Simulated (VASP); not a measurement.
# BaTiO3 in VASP: further runs, part 4 of 4

VASP 6.6.1.

### Step 8. Overview

| cell | gap on the mesh (eV) | pressure (GPa) | largest force (eV/Å) |
| --- | --- | --- | --- |
| a = 3.904, b = 3.979, c = 3.979 Å, angles 88.7, 90.0, 90.0°, 5 atoms | 1.76 | 4.9 | 0.16 |
| a = 3.984, b = 3.998, c = 4.038 Å, angles 89.8, 90.0, 90.8°, 5 atoms | 1.72 | -2.5 | 0.22 |
| a = 3.984, b = 4.059, c = 3.978 Å, angles 89.8, 90.0, 88.4°, 5 atoms | 1.69 | -2.4 | 0.24 |
| a = 4.104, b = 4.079, c = 4.079 Å, angles 91.5, 90.0, 90.0°, 5 atoms | 1.65 | -11.1 | 0.34 |
| a = 3.930, b = 3.964, c = 3.964 Å, angles 89.8, 90.0, 90.0°, 5 atoms | 1.82 | 4.9 | 0.14 |

Alike in all rows: task electric field gradients; level PBEsol; potentials or basis VASP PAW PBE potentials, release 64 (Ba_sv, Ti_sv, O); no spin polarisation; k mesh 8 × 8 × 8; cutoff (eV) 520; smearing fermi-dirac 0.05 eV.

Caveats: the PAW data sets were made with another functional, which shifts forces and pressure a little; spin-orbit coupling is left out, which moves the levels of the heavy elements.

Absolute energies hang on the potentials; compare differences alone.
